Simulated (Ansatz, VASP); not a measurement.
## Two plane-wave programs on CdS

```xyz
2
Lattice="0.0000 2.8782 2.8782 2.8782 0.0000 2.8782 2.8782 2.8782 0.0000" Properties=species:S:1:pos:R:3 pbc="T T T"
Cd    0.0000    0.0000    0.0000
S     1.4391    1.4391    1.4391
```

Alike in both runs: functional LDA; k mesh 8 × 8 × 8; occupations gaussian, width 0.02 eV; no spin polarisation.

Ansatz relaxed the structure, and its values are those at the end. VASP's run is a single point on that final structure, the one shown.

|  | VASP | Ansatz |
| --- | --- | --- |
| version | VASP 6.6.1 | Ansatz 0.2.0 |
| potentials or method | VASP PAW LDA potentials, release 64 (Cd, S), cutoff 500 eV | scalar-relativistic, plane waves, PAW |
| valence electrons in the cell | 18 | 26 |

```csv
,VASP,Ansatz,Ansatz less VASP
gap on the k mesh at the Fermi level (eV),0.98,0.95,-0.030
least direct gap on the mesh (eV),0.98,0.95,-0.030
pressure (GPa),0.6,0.0,-0.54
```

Ansatz warns that its potentials were made for another functional, while VASP's fit it. LDA's correlation is that of Perdew and Zunger in VASP and of Perdew and Wang (1992) in Ansatz. VASP's potentials hold 18 valence electrons a cell and Ansatz's 26, so a difference there can come from the potentials and not from the codes.
